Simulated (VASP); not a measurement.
# Ge2Sb2Se (P-3m1) in VASP: further runs

The runs below take Ge2Sb2Se through single point, relaxation of cell and atoms, with PBE.

Everything below comes from runs of VASP 6.6.1. Logs are shortened: lines on timing, memory, paths and dates and some standing lists are left out, and cuts for length are marked.

## 1. The cell of the first run

It takes space group P-3m1 (No. 164, trigonal). Conventional cell: a = 3.993 Å, b = 3.993 Å, c = 8.960 Å, α = 90.00°, β = 90.00°, γ = 120.00°. Within 4.1 Å of Ge (site symmetry 3m) lie 3 Se at 2.85 Å and 4 Sb at 2.91 to 3.84 Å and 9 Ge at 3.99 to 4.06 Å. Sb (site symmetry 3m) has 4 Ge at 2.91 to 3.84 Å and 9 Sb at 3.10 to 3.99 Å and 3 Se at 4.15 Å within 4.2 Å. Within 3.8 Å of Se (site symmetry -3m) lie 6 Ge at 2.85 Å.

The cell was generated, and may not be a known phase.

## 2. Single point, PBE

INCAR

```
SYSTEM = Ge2Sb2Se
PREC = Accurate ; ENCUT = 520
EDIFF = 1E-6 ; ISMEAR = 0
SIGMA = 0.1 ; LREAL = .FALSE.
LASPH = .TRUE. ; NELM = 100
ALGO = Normal ; ISIF = 2
LWAVE = .FALSE. ; LCHARG = .FALSE.
GGA = PE ; NBANDS = 30
```

KPOINTS

```
regular mesh
0
G
  6 6 2
  0 0 0
```

POSCAR

```
Ge2Sb2Se
1.0
    3.9933007559     -0.0000000025      0.0000000000
   -1.9966503757      3.4582999008      0.0000000000
    0.0000000000      0.0000000000      8.9599159597
Ge Sb Se
2 2 1
Direct
    0.3333333333      0.6666666667      0.1867090146
    0.6666666667      0.3333333333      0.8132909854
    0.3333333333      0.6666666667      0.6153144262
    0.6666666667      0.3333333333      0.3846855738
    0.0000000000      0.0000000000      0.0000000000
```

Potentials or basis: VASP PAW PBE potentials, release 64 (Ge_d, Sb, Se).

Command:

```
$ cat potpaw_PBE.64/Ge_d/POTCAR potpaw_PBE.64/Sb/POTCAR potpaw_PBE.64/Se/POTCAR > POTCAR
$ mpirun -np 1 vasp_std > vasp.out
```

OUTCAR:

```text
SYSTEM = Ge2Sb2Se
   PREC = Accurate
   ENCUT = 520
   EDIFF = 1E-6
   ISMEAR = 0
   LREAL = .FALSE.
   LASPH = .TRUE.
   NELM = 100
   ISIF = 2
   GGA = PE

 ion  position               nearest neighbor table
   1  0.333  0.667  0.187-   5 2.85   5 2.85   5 2.85   4 2.91   4 2.91   4 2.91
   2  0.667  0.333  0.813-   5 2.85   5 2.85   5 2.85   3 2.91   3 2.91   3 2.91
   3  0.333  0.667  0.615-   2 2.91   2 2.91   2 2.91   4 3.10   4 3.10   4 3.10
   4  0.667  0.333  0.385-   1 2.91   1 2.91   1 2.91   3 3.10   3 3.10   3 3.10
   5  0.000  0.000  0.000-   1 2.85   2 2.85   1 2.85   2 2.85   2 2.85   1 2.85

  LATTYP: Found a hexagonal cell.
 ALAT       =     3.9933007559
 C/A-ratio  =     2.2437368251

  Lattice vectors:

 A1 = (   3.9933007559,  -0.0000000025,   0.0000000000)
 A2 = (  -1.9966503757,   3.4582999008,   0.0000000000)
 A3 = (   0.0000000000,   0.0000000000,   8.9599159597)

Analysis of symmetry for initial positions (statically):
=====================================================================
 Subroutine PRICEL returns:
 Original cell was already a primitive cell.

 Routine SETGRP: Setting up the symmetry group for a
 hexagonal supercell.

 Subroutine GETGRP returns: Found 12 space group operations
 (whereof 12 operations were pure point group operations)
 out of a pool of 24 trial point group operations.

The static configuration has the point symmetry D_3d.

Analysis of symmetry for dynamics (positions and initial velocities):
=====================================================================
 Subroutine PRICEL returns:
 Original cell was already a primitive cell.

 Routine SETGRP: Setting up the symmetry group for a
 hexagonal supercell.

 Subroutine GETGRP returns: Found 12 space group operations
 (whereof 12 operations were pure point group operations)
 out of a pool of 24 trial point group operations.

The dynamic configuration has the point symmetry D_3d.

 Subroutine INISYM returns: Found 12 space group operations
 (whereof 12 operations are pure point group operations),
 and found     1 'primitive' translations

----------------------------------------------------------------------------------------

                                     Primitive cell

  volume of cell :     123.7367

  direct lattice vectors                    reciprocal lattice vectors
     3.993300756 -0.000000003  0.000000000     0.250419405  0.144579711  0.000000000
    -1.996650376  3.458299901  0.000000000     0.000000000  0.289159422  0.000000000
     0.000000000  0.000000000  8.959915960     0.000000000  0.000000000  0.111608190

  length of vectors
     3.993300756  3.993300756  8.959915960     0.289159422  0.289159422  0.111608190

  position of ions in fractional coordinates (direct lattice)
     0.333333333  0.666666667  0.186709015
     0.666666667  0.333333333  0.813290985
     0.333333333  0.666666667  0.615314426
     0.666666667  0.333333333  0.384685574
     0.000000000  0.000000000  0.000000000

  ion indices of the primitive-cell ions
   primitive index   ion index
                 1           1
                 2           2
                 3           3
                 4           4
                 5           5

----------------------------------------------------------------------------------------

 KPOINTS: regular mesh

Automatic generation of k-mesh.
 Grid dimensions read from file:
 generate k-points for:    6    6    2

 Generating k-lattice:

  Cartesian coordinates                     Fractional coordinates (reciprocal lattice)
     0.041736568  0.024096618  0.000000000     0.166666667  0.000000000  0.000000000
     0.000000000  0.048193237  0.000000000    -0.000000000  0.166666667  0.000000000
     0.000000000  0.000000000  0.055804095     0.000000000  0.000000000  0.500000000

  Length of vectors
     0.048193237  0.048193237  0.055804095

  Shift w.r.t. Gamma in fractional coordinates (k-lattice)
     0.000000000  0.000000000  0.000000000

 Subroutine IBZKPT returns following result:
 ===========================================

 Found     14 irreducible k-points:

 Following reciprocal coordinates:
            Coordinates               Weight
  0.000000  0.000000  0.000000      1.000000
  0.166667 -0.000000  0.000000      6.000000
  0.333333  0.000000  0.000000      6.000000
  0.500000 -0.000000  0.000000      3.000000
  0.166667  0.166667  0.000000      6.000000
  0.333333  0.166667  0.000000     12.000000
  0.333333  0.333333  0.000000      2.000000
  0.000000  0.000000  0.500000      1.000000
  0.166667 -0.000000  0.500000      6.000000
  0.333333  0.000000  0.500000      6.000000
  0.500000 -0.000000  0.500000      3.000000
  0.166667  0.166667  0.500000      6.000000
  0.333333  0.166667  0.500000     12.000000
  0.333333  0.333333  0.500000      2.000000
   k-points           NKPTS =     14   k-points in BZ     NKDIM =     14   number of bands    NBANDS=     30
   number of dos      NEDOS =    301   number of ions     NIONS =      5
   total plane-waves  NPLWV =  63000
   dimension x,y,z NGX =    30 NGY =   30 NGZ =   70
   dimension x,y,z NGXF=    60 NGYF=   60 NGZF=  140
   ions per type =               2   2   1
   NGX,Y,Z   is equivalent  to a cutoff of  12.49, 12.49, 12.99 a.u.
   NGXF,Y,Z  is equivalent  to a cutoff of  24.98, 24.98, 25.98 a.u.
 SYSTEM =  Ge2Sb2Se
   PREC   = accura    normal or accurate (medium, high low for compatibility)
   ISTART =      0    job   : 0-new  1-cont  2-samecut
   ICHARG =      2    charge: 1-file 2-atom 10-const
   ISPIN  =      1    spin polarized calculation?
   LNONCOLLINEAR =      F non collinear calculations
   LSORBIT =      F    spin-orbit coupling
   LASPH  =      T    aspherical Exc in radial PAW
   ENCUT  =  520.0 eV  38.22 Ry    6.18 a.u.   7.42  7.42 16.66*2*pi/ulx,y,z
   NELM   =    100;   NELMIN=  2; NELMDL= -5     # of ELM steps
   EDIFF  = 0.1E-05   stopping-criterion for ELM
   LREAL  =      F    real-space projection
   EDIFFG = 0.1E-04   stopping-criterion for IOM
   NSW    =      0    number of steps for IOM
   IBRION =     -1    ionic relax: 0-MD 1-quasi-New 2-CG
   NFREE  =      0    steps in history (QN), initial steepest desc. (CG)
   ISIF   =      2    stress and relaxation
   ISYM   =      2    0-nonsym 1-usesym 2-fastsym
   POTIM  = 0.5000    time-step for ionic-motion
   TEBEG  =    0.0;   TEEND  =   0.0 temperature during run
   PSTRESS=    0.0 pullay stress
   NELECT =      44.0000    total number of electrons
   NUPDOWN=      -1.0000    fix difference up-down
   EMIN   =  10.00;   EMAX   =-10.00  energy-range for DOS
   EFERMI =   0.00;   METHOD = LEGACY
   ISMEAR =     0;   SIGMA  =   0.10  broadening in eV -4-tet -1-fermi 0-gaus
   EFERMI_NEDOS =   21; number of points for ismear=-14 and -15
   IALGO  =     38    algorithm
   IMIX   =      4    mixing-type and parameters
     AMIX     =   0.40;   BMIX     =  1.00
     AMIX_MAG =   1.60;   BMIX_MAG =  1.00
  volume/ion in A,a.u.               =      24.75       167.00
  Fermi-wavevector in a.u.,A,eV,Ry     =   1.159826  2.191753 18.302509  1.345196
  Thomas-Fermi vector in A             =   2.296415
   LORBIT       =      0    0 simple, 1 ext, 2 COOP (PROOUT), +10 PAW based schemes
   GGA     = PE    functional components
   LHFCALC =     F    Hartree Fock is set to
   AEXX    =    0.0000 exact exchange contribution
   IVDW    =     0    specifies the selected vdW correction
   LEPSILON=     F    determine dielectric tensor
   LRPA    =     F    only Hartree local field effects (RPA)
 non-spin polarized calculation
 Gauss-broadening in eV      SIGMA  =   0.10
  energy-cutoff  :      520.00
  volume of cell :      123.74
 maximum number of plane-waves:      3351
 NGX is ok and might be reduce to    30
   NGX = 15   NGY = 15   NGZ = 33

 number of electron      44.0000030 magnetization

 Free energy of the ion-electron system (eV)
  ---------------------------------------------------
  ext. energy  EPLUGINS =         0.00000000
  ---------------------------------------------------
  free energy    TOTEN  =       -20.42398134 eV

  energy without entropy =      -20.41520144  energy(sigma->0) =      -20.41959139

 E-fermi :   6.1495     XC(G=0): -10.0476

 val. band max:        6.1444392864   @ k =   0.3333   0.0000   0.0000
 cond. band min:       6.5841586691   @ k =   0.1667   0.1667   0.5000
 fundamental gap:      0.4397193828
 Fermi energy:         6.1494775307

 k-point     1 :       0.0000    0.0000    0.0000
  band No.  band energies     occupation
      1     -18.5827      2.00000
      2     -18.5827      2.00000
      3     -18.5826      2.00000
      4     -18.5826      2.00000
      5     -18.5816      2.00000
      6     -18.5809      2.00000
[... 22 lines left out ...]
     29       9.5122      0.00000
     30      10.6982      0.00000

 k-point     2 :       0.1667   -0.0000    0.0000
  band No.  band energies     occupation
      1     -18.5845      2.00000
      2     -18.5833      2.00000
      3     -18.5833      2.00000
      4     -18.5820      2.00000
      5     -18.5808      2.00000
      6     -18.5802      2.00000
[... 22 lines left out ...]
     29      10.2518      0.00000
     30      11.2105      0.00000

 k-point     3 :       0.3333    0.0000    0.0000
  band No.  band energies     occupation
      1     -18.5876      2.00000
      2     -18.5851      2.00000
      3     -18.5838      2.00000
      4     -18.5816      2.00000
      5     -18.5796      2.00000
      6     -18.5789      2.00000
[... 22 lines left out ...]
     29      10.4831      0.00000
     30      10.5944      0.00000

 k-point     4 :       0.5000   -0.0000    0.0000
  band No.  band energies     occupation
      1     -18.5892      2.00000
      2     -18.5861      2.00000
      3     -18.5841      2.00000
      4     -18.5815      2.00000
      5     -18.5792      2.00000
      6     -18.5783      2.00000
[... 286 lines left out ...]
     29      10.8425      0.00000
     30      11.2812      0.00000

 k-point    13 :       0.3333    0.1667    0.5000
  band No.  band energies     occupation
      1     -18.5882      2.00000
      2     -18.5857      2.00000
      3     -18.5845      2.00000
      4     -18.5822      2.00000
      5     -18.5788      2.00000
      6     -18.5783      2.00000
[... 22 lines left out ...]
     29      11.1033      0.00000
     30      11.2964      0.00000

 k-point    14 :       0.3333    0.3333    0.5000
  band No.  band energies     occupation
      1     -18.5878      2.00000
      2     -18.5855      2.00000
      3     -18.5855      2.00000
      4     -18.5829      2.00000
      5     -18.5780      2.00000
      6     -18.5780      2.00000
[... 22 lines left out ...]
     29      12.4840      0.00000
     30      12.4840      0.00000

------------------------ aborting loop because EDIFF is reached ----------------------------------------

  FORCE on cell =-STRESS in cart. coord.  units (eV):
  Direction    XX          YY          ZZ          XY          YZ          ZX
  --------------------------------------------------------------------------------------
  -------------------------------------------------------------------------------------
  Total       -0.0030640     -0.0030640      0.1419585     -0.0000000     -0.0000000      0.0000000
  in kB       -0.0396734     -0.0396734      1.8381175     -0.0000000     -0.0000000      0.0000000
  external PRESSURE =       0.5862569 kB  Pullay stress =       0.0000000 kB

 VOLUME and BASIS-vectors are now :
 -----------------------------------------------------------------------------
  energy-cutoff  :      520.00
  volume of cell :      123.74
      direct lattice vectors                 reciprocal lattice vectors
     3.993300756 -0.000000003  0.000000000     0.250419405  0.144579711  0.000000000
    -1.996650376  3.458299901  0.000000000     0.000000000  0.289159422  0.000000000
     0.000000000  0.000000000  8.959915960     0.000000000  0.000000000  0.111608190

 POSITION                                       TOTAL-FORCE (eV/Angst)
 -----------------------------------------------------------------------------------
      0.00000      2.30553      1.67290         0.000000     -0.000000      0.014302
      1.99665      1.15277      7.28702        -0.000000      0.000000     -0.014302
      0.00000      2.30553      5.51317         0.000000      0.000000     -0.002292
      1.99665      1.15277      3.44675         0.000000      0.000000      0.002292
      0.00000      0.00000      0.00000         0.000000      0.000000      0.000000
 -----------------------------------------------------------------------------------
    total drift:                               -0.000000      0.000000      0.000000

  FREE ENERGIE OF THE ION-ELECTRON SYSTEM (eV)
  ---------------------------------------------------
  free  energy   TOTEN  =       -20.4239813387 eV

  energy  without entropy=      -20.4152014367  energy(sigma->0) =      -20.41959139
```

Run time: 44 s. Hardware: 1 thread of Intel Xeon Platinum 8488C (Sapphire Rapids), shared host; peak memory 0.25 GiB.

Results:

| Property | Result |
| --- | --- |
| Free energy | -20.4240 eV |
| Pressure | 0.1 GPa |
| Largest force | 0.014 eV/Å |
| Band gap on the k mesh | zero (bands 22 and 23 overlap by 1.77 eV) |

Forces in eV/Å, atoms in the order of the input:
```
Ge   0.000  0.000  0.014
Ge   0.000  0.000 -0.014
Sb   0.000  0.000 -0.002
Sb   0.000  0.000  0.002
Se   0.000  0.000  0.000
```

Stress tensor (GPa, compression positive):
```
0.00 0.00 0.00
0.00 0.00 0.00
0.00 0.00 0.18
```

Levels at points of the mesh, in eV from the Fermi level:
| k point | band 20 | band 21 | band 22 | band 23 | band 24 | band 25 |
| --- | --- | --- | --- | --- | --- | --- |
| (0.00, 0.00, 0.00) | -0.40 | -0.40 | 1.13 | 1.13 | 2.01 | 2.01 |
| (0.50, 0.00, 0.00) | -2.02 | -1.47 | -1.32 | -0.64 | 1.30 | 1.43 |
| (0.00, 0.00, 0.50) | -0.23 | 0.53 | 0.61 | 0.61 | 0.66 | 2.51 |
| (0.50, 0.00, 0.50) | -2.10 | -1.13 | -0.51 | 0.58 | 0.68 | 1.96 |

Caveat: spin-orbit coupling is left out, which moves the levels of the heavy elements.

## 3. Single point, PBE

This run uses another cell than the first one, of 26.68 Å³/atom.

INCAR

```
ALGO = Normal ; EDIFF = 1E-7
ENCUT = 520 ; GGA = PE
ISIF = 2 ; ISMEAR = 0
LASPH = T ; LCHARG = T
LELF = T ; LREAL = F
LVHAR = T ; LWAVE = F
NBANDS = 30 ; NELM = 100
PREC = Accurate ; SIGMA = 0.1
```

KPOINTS

```
k-points
0
Gamma
  6 6 2
```

POSCAR

```
Ge2Sb2Se
1.0
    4.5227314700      0.0000000000      0.0000000000
   -2.2613657300      3.9168003500      0.0000000000
    0.0000000000      0.0000000000      7.5295549500
Ge Sb Se
2 2 1
Direct
    0.3333333300      0.6666666700      0.2549040000
    0.6666666700      0.3333333300      0.7450960000
    0.3333333300      0.6666666700      0.6336119800
    0.6666666700      0.3333333300      0.3663880200
    0.0000000000      0.0000000000      0.0000000000
```

Potentials or basis: VASP PAW PBE potentials, release 64 (Ge_d, Sb, Se).

Command:

```
$ cat potpaw_PBE.64/Ge_d/POTCAR potpaw_PBE.64/Sb/POTCAR potpaw_PBE.64/Se/POTCAR > POTCAR
$ mpirun -np 1 vasp_std > vasp.out
```

OUTCAR:

```text
EDIFF = 1E-7
   ENCUT = 520
   GGA = PE
   ISIF = 2
   ISMEAR = 0
   LASPH = T
   LREAL = F
   NELM = 100
   PREC = Accurate

 ion  position               nearest neighbor table
   1  0.333  0.667  0.255-   4 2.74   4 2.74   4 2.74   3 2.85
   2  0.667  0.333  0.745-   3 2.74   3 2.74   3 2.74   4 2.85
   3  0.333  0.667  0.634-   2 2.74   2 2.74   2 2.74   1 2.85   4 3.30   4 3.30   4 3.30
   4  0.667  0.333  0.366-   1 2.74   1 2.74   1 2.74   2 2.85   3 3.30   3 3.30   3 3.30
[... 655 lines left out ...]
  --------------------------------------------------------------------------------------
  -------------------------------------------------------------------------------------
  Total        1.8965946      1.8965946      2.8528200      0.0000000      0.0000000      0.0000000
  in kB       22.7815645     22.7815646     34.2675776      0.0000000      0.0000000      0.0000000
  external PRESSURE =      26.6102356 kB  Pullay stress =       0.0000000 kB

 VOLUME and BASIS-vectors are now :
 -----------------------------------------------------------------------------
  energy-cutoff  :      520.00
  volume of cell :      133.38
      direct lattice vectors                 reciprocal lattice vectors
     4.522731470  0.000000000  0.000000000     0.221105322  0.127655217  0.000000000
    -2.261365730  3.916800350  0.000000000     0.000000000  0.255310435  0.000000000
     0.000000000  0.000000000  7.529554950     0.000000000  0.000000000  0.132809974

 POSITION                                       TOTAL-FORCE (eV/Angst)
 -----------------------------------------------------------------------------------
     -0.00000      2.61120      1.91931         0.000000      0.000000     -1.565852
      2.26137      1.30560      5.61024        -0.000000     -0.000000      1.565852
     -0.00000      2.61120      4.77082        -0.000000      0.000000      0.634697
      2.26137      1.30560      2.75874        -0.000000     -0.000000     -0.634697
      0.00000      0.00000      0.00000        -0.000000      0.000000      0.000000
 -----------------------------------------------------------------------------------
    total drift:                                0.000000      0.000000      0.000000

  FREE ENERGIE OF THE ION-ELECTRON SYSTEM (eV)
  ---------------------------------------------------
  free  energy   TOTEN  =       -19.0749210157 eV

  energy  without entropy=      -19.0566264407  energy(sigma->0) =      -19.06577373
```

Run time: 61 s. Hardware: 1 thread of Intel Xeon Platinum 8488C (Sapphire Rapids), shared host; peak memory 0.27 GiB.

What came out:

| Property | Result |
| --- | --- |
| Free energy | -19.0749 eV |
| Pressure | 2.7 GPa |
| Largest force | 1.566 eV/Å |
| Band gap on the k mesh | zero (bands 22 and 23 overlap by 0.98 eV) |

Forces on the atoms (eV/Å):
```
Ge   0.000  0.000 -1.566
Ge   0.000  0.000  1.566
Sb   0.000  0.000  0.635
Sb   0.000  0.000 -0.635
Se   0.000  0.000  0.000
```

Caveat: the k points lie up to 0.42 Å⁻¹ apart, too coarse for converged energies and pressures of a metal; spin-orbit coupling is left out, which moves the levels of the heavy elements; forces of over 1 eV/Å act on the atoms, so gaps and moduli don't describe the material at rest.

(Continued in part 2 of 2.)

The gap in the log of VASP goes by the Fermi energy; the results here count the filled bands.